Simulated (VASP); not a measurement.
Runs of VASP 6.6.1 on Bi2Te3. The structure is that of space group R-3m (No. 166), or close to it. The cells are those of the table. 

```csv
task,cell,gap on the mesh (eV),pressure (GPa),largest force (eV/Å)
electric field gradients,"a = 10.378 Å, angles 24.4°, 5 atoms",0.19,(c),0.01
electric field gradients,"a = 10.279 Å, angles 24.6°, 5 atoms",0.16,0.5,0.07
electric field gradients,"a = 10.181 Å, angles 24.9°, 5 atoms",0.12,1.2,0.16
single point,"a = 10.511 Å, angles 24.2°, 5 atoms",(a),-1.1,0.16
single point,"a = 10.772 Å, angles 23.5°, 5 atoms",(d),-2.1,0.35
single point,"a = 10.262 Å, angles 24.2°, 5 atoms",0.19,3.1,0.32
single point,"a = 10.482 Å, angles 24.4°, 5 atoms",0.21,(b),0.19
single point,"a = 10.406 Å, angles 24.2°, 5 atoms",0.21,0.5,0.03
single point,"a = 10.464 Å, angles 23.7°, 5 atoms",0.26,1.6,0.12
single point,"a = 10.495 Å, angles 24.9°, 5 atoms",0.18,-3.2,0.36
single point,"a = 10.614 Å, angles 24.2°, 5 atoms",0.25,-2.4,0.33
```

Alike in all rows: level PBEsol; potentials or basis VASP PAW PBE potentials, release 64 (Bi_d, Te); no spin polarisation; k mesh 7 × 7 × 7; cutoff (eV) 520; smearing fermi-dirac 0.08 eV.

Estimate the missing entries.

(a) 0.23; (b) -1.5; (c) 0.0; (d) 0.33.

Caveats: the PAW data sets were made with another functional, which shifts forces and pressure a little; spin-orbit coupling is left out, which moves the levels of the heavy elements; the cell stands under pressure (at least some runs); the cell stands under tension (at least some runs).

A k mesh can miss the band edges, and the runs leave out spin-orbit coupling on Bi, Te.
